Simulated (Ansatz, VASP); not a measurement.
## Ga: VASP beside Ansatz

```xyz
4
Lattice="2.2615 -3.8305 0.0000 2.2615 3.8305 0.0000 0.0000 0.0000 4.5240" Properties=species:S:1:pos:R:3 pbc="T T T"
Ga    2.2615    1.1867    1.8956
Ga    2.2615    2.6438    4.1576
Ga    2.2615   -1.1867    2.6284
Ga    2.2615   -2.6438    0.3664
```

Alike in both runs: task single point; functional PBE; k mesh 7 × 7 × 6; occupations fermi-dirac, width 0.05 eV; no spin polarisation.

```csv
,VASP,Ansatz
version,VASP 6.6.1,Ansatz 0.2.0
potentials or method,"VASP PAW PBE potentials, release 64 (Ga_d)",Ansatz PAW
plane-wave cutoff (eV),520,420
valence electrons in the cell,52,52
```

|  | VASP | Ansatz | Ansatz less VASP |
| --- | --- | --- | --- |
| gap on the k mesh at the Fermi level (eV) | none | none | - |
| pressure (GPa) | 2.0 | 1.9 | -0.14 |
| traceless stress, the component that is largest in VASP (GPa) | -0.89 | -0.89 | +0.007 |
| rms of the force components (eV/Å) | 0.059 | 0.061 | +0.0015 |

Atom by atom the forces differ by 0.002 eV/Å (rms over components). A gap of «none» marks a metal or a gap that the smearing closes.
